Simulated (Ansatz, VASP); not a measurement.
**SiC in VASP and in Ansatz**

The input INCAR:

```
SYSTEM = SiC
  ALGO = Normal
  EDIFF = 1E-6
  ENCUT = 600
  GGA = PE
  GGA_COMPAT = .FALSE.
  ISIF = 2
  ISMEAR = 0
  LASPH = .TRUE.
  LCHARG = .TRUE.
  LELF = .TRUE.
  LREAL = .FALSE.
  LVHAR = .TRUE.
  LWAVE = .FALSE.
  NBANDS = 11
  NELM = 120
  PREC = Accurate
  SIGMA = 0.01
```

File KPOINTS:

```
k-points
0
G
  10 10 10
  0 0 0
```

The input POSCAR:

```
SiC
1.0
    0.0000000000      2.2043750079      2.2043750079
    2.2043750079      0.0000000000      2.2043750079
    2.2043750079      2.2043750079      0.0000000000
Si C
1 1
Direct
    0.0000000000      0.0000000000      0.0000000000
    0.2500000000      0.2500000000      0.2500000000
```

Input for Ansatz:

```yaml
crystal:
  lattice:
    - [0.0, 2.2043750079, 2.2043750079]
    - [2.2043750079, 0.0, 2.2043750079]
    - [2.2043750079, 2.2043750079, 0.0]
  atoms:
    - { symbol: Si, position: [0.0, 0.0, 0.0] }
    - { symbol: C, position: [0.25, 0.25, 0.25] }
basis:
  ecutwfc: 420
kpoints:
  mp_grid: { grid: [10, 10, 10] }
hamiltonian:
  xc: pbe
scf:
  occupations: { method: fixed }
output:
  forces: true
  stress: true
  eigenvalues: true
  write_density: true
  write_potential: true
  elf: true
  volumetric_format: npy
```

Alike in both runs: task single point; functional PBE; k mesh 10 × 10 × 10; no spin polarisation.

|  | VASP | Ansatz |
| --- | --- | --- |
| version | VASP 6.6.1 | Ansatz 0.2.0 |
| potentials or method | VASP PAW PBE potentials, release 64 (Si, C), cutoff 600 eV | scalar-relativistic, plane waves, PAW |
| occupations | gaussian, width 0.01 eV | fixed |
| valence electrons in the cell | 8 | 8 |

Ansatz gave:

```
gap on the k mesh at the Fermi level (eV) : 1.39
least direct gap on the mesh (eV)         : 4.51
pressure (GPa)                            : -4.1
```

Q: Which values does VASP return?

A: gap on the k mesh at the Fermi level (eV): 1.39; least direct gap on the mesh (eV): 4.51; pressure (GPa): -4.2.
